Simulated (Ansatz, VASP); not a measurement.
## Two plane-wave programs on HfO2

```
Hf O
1.0
     5.15190    0.00000    0.00000
     0.00000    5.22004    0.00000
    -0.86435    0.00000    5.24840
Hf O
4 8
Direct
  0.27598 0.04234 0.20831
  0.72402 0.54234 0.29169
  0.72402 0.95766 0.79169
  0.27598 0.45766 0.70831
  0.44846 0.75772 0.47808
  0.55154 0.25772 0.02192
  0.55154 0.24228 0.52192
  0.44846 0.74228 0.97808
  0.06935 0.33237 0.34518
  0.93065 0.83237 0.15482
  0.93065 0.66763 0.65482
  0.06935 0.16763 0.84518
```

Change from the starting cell: volume scaled by 1.02, ions relaxed.

Alike in both runs: functional PBE; k mesh 6 × 6 × 6; occupations fermi-dirac, width 0.02 eV; no spin polarisation.

Ansatz relaxed the structure, and its values are those at the end. VASP's run is a single point on that final structure, the one shown.

```csv
,VASP,Ansatz
version,VASP 6.6.1,Ansatz 0.2.0
potentials or method,"VASP PAW PBE potentials, release 64 (Hf_pv, O)","plane-wave PAW, scalar-relativistic"
plane-wave cutoff (eV),520,420
valence electrons in the cell,88,152
```

VASP gave:

- gap on the k mesh at the Fermi level (eV): 4.00
- pressure (GPa): -2.2
- rms of the force components (eV/Å): 0.037

Problem. What did Ansatz give for the same quantities?

Solution. gap on the k mesh at the Fermi level (eV): 4.04; pressure (GPa): 0.9; rms of the force components (eV/Å): 0.008.

VASP's potentials hold 88 valence electrons a cell and Ansatz's 152, so a difference there can come from the potentials and not from the codes. Ansatz's warnings: stress scf threshold loose.

Neither program's run includes spin-orbit coupling.
